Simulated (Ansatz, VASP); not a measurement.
# GaB8 in VASP and in Ansatz

```
Ga B
1.0
     0.00000    0.00000    3.45815
     2.93655   -4.78085    0.00000
     2.93655    4.78085    0.00000
Ga B
1 8
Direct
  0.00000 0.50000 0.50000
  0.50000 0.14314 0.14314
  0.50000 0.85686 0.85686
  0.50000 0.26169 0.73831
  0.50000 0.73831 0.26169
  0.50000 0.08172 0.41043
  0.50000 0.91828 0.58957
  0.50000 0.41043 0.08172
  0.50000 0.58957 0.91828
```

Alike in both runs: task single point; functional PBE; k mesh 6 × 4 × 4; occupations gaussian, width 0.2 eV; no spin polarisation.

|  | VASP | Ansatz |
| --- | --- | --- |
| version | VASP 6.6.1 | Ansatz 0.2.0 |
| potentials or method | VASP PAW PBE potentials, release 64 (Ga_d, B), cutoff 520 eV | scalar-relativistic, plane waves, PAW |
| valence electrons in the cell | 37 | 37 |

Ansatz gave:

| Item | Value |
| --- | --- |
| gap on the k mesh at the Fermi level (eV) | none |
| pressure (GPa) | 0.4 |
| traceless stress, the component that is largest in VASP (GPa) | 0.89 |
| rms of the force components (eV/Å) | 0.030 |

Question: Estimate VASP's values.

Answer: gap on the k mesh at the Fermi level (eV): none; pressure (GPa): 0.5; traceless stress, the component that is largest in VASP (GPa): 0.94; rms of the force components (eV/Å): 0.035.

Atom by atom the forces differ by 0.005 eV/Å (rms over components). A gap of «none» marks a metal or a gap that the smearing closes. With one functional, cell and mesh, what is left measures potentials, basis and numerics.
